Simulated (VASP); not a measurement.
A run of VASP 6.6.1 is set up as follows.

File INCAR:

```
SYSTEM = AlN
  PREC = Accurate
  ENCUT = 520
  EDIFF = 1E-7
  ISMEAR = 0
  SIGMA = 0.05
  LREAL = .FALSE.
  LASPH = .TRUE.
  NELM = 60
  ALGO = Normal
  ISIF = 2
  LWAVE = .FALSE.
  LCHARG = .FALSE.
  GGA = PE
  NBANDS = 11
```

KPOINTS

```
Automatic mesh
0
G
  10 10 10
  0 0 0
```

The input POSCAR:

```
AlN
1.0
    0.0000000000      2.1839935596      2.1839935596
    2.1839935596      0.0000000000      2.1839935596
    2.1839935596      2.1839935596      0.0000000000
Al N
1 1
Direct
    0.0686815212     -0.0686815212     -0.0686815212
    0.7500000000      0.7500000000      0.7500000000
```

Potentials or basis: VASP PAW PBE potentials, release 64 (Al, N).

Command:

```sh
$ cat potpaw_PBE.64/Al/POTCAR potpaw_PBE.64/N/POTCAR > POTCAR
$ mpirun -np 1 vasp_std > vasp.out
```

Task: Estimate the largest force.

Result: 4.014 eV/Å.

Task: Estimate the band gap on the k mesh.

Result: 2.59 eV, indirect (least direct gap 3.34 eV).

Forces in eV/Å, atoms in the order of the input:
```
Al   4.014  0.000  0.000
N   -4.014  0.000  0.000
```

Caveat: the cell differs from its parent crystal (atom 1 (Al) moved by (-0.300, +0.000) A along x and y); forces of over 1 eV/Å act on the atoms, so gaps and moduli don't describe the material at rest. A k mesh can miss the band edges.
